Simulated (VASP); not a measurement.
The system is Mo4N.

```
Mo N
1.0
     4.31120    0.00000    0.00000
     0.00000    4.31120    0.00000
     0.00000    0.00000    4.31120
Mo N
4 1
Direct
  0.29565 0.29565 0.29565
  0.70435 0.70435 0.29565
  0.70435 0.29565 0.70435
  0.29565 0.70435 0.70435
  0.50000 0.50000 0.50000
```

```yaml
Program: VASP 6.6.1
Task: relaxation of cell and atoms
Functional: PBE
Potentials_or_basis: VASP PAW PBE potentials, release 64 (Mo_sv, N)
Cutoff: 600 eV
k_mesh: 4 × 4 × 4
Occupations: gaussian, width 0.1 eV
Spin: collinear spin, ferromagnetic start
Starting_moments: "[1.0, 1.0, 1.0, 1.0, 0.0] μB"
```

At the start: pressure 100.1 GPa; volume 16.03 Å³/atom.

Q: How do energy, volume and symmetry change on relaxing?

A: Over 14 steps the energy falls by 3515.6 meV/atom and the volume is 14.92 Å³/atom (-6.9 %); space group P-43m (No. 215, to 0.05 Å); moment 0.00 μB per cell.

Step by step:
```
step  energy change (eV)  largest force (eV/Å)  pressure (GPa)  volume (Å³)
   1              0.0000               28.7647          100.06        80.13
   2             15.3792               33.6384           27.47       261.27
   3             -7.1352                1.7203          -29.82       132.09
   4             -7.9599                1.5261          -32.03       126.04
   5            -12.9641                0.7277          -36.77       101.36
   6            -15.8004                0.9449          -30.32        90.33
   7            -16.7717                0.1127          -21.43        85.13
   8            -16.9912                1.1174          -14.73        82.60
   9            -17.0090                1.6365          -11.49        81.59
  10            -17.0094                1.5748          -11.86        81.70
  11            -17.4150                0.8811           13.47        71.33
  12            -17.4900                1.1543            4.84        74.01
  13            -17.5413                0.6530           -1.87        74.98
  14            -17.5782                0.0102            0.41        74.58
```

Final structure:
```
CELL_PARAMETERS angstrom
4.20923 0.00000 0.00000
0.00000 4.20923 0.00000
0.00000 0.00000 4.20923
ATOMIC_POSITIONS crystal
Mo 0.23678 0.23678 0.23678
Mo 0.76322 0.76322 0.23678
Mo 0.76322 0.23678 0.76322
Mo 0.23678 0.76322 0.76322
N 0.50000 0.50000 0.50000
```

Caveat: the k points lie up to 0.37 Å⁻¹ apart in the final cell.
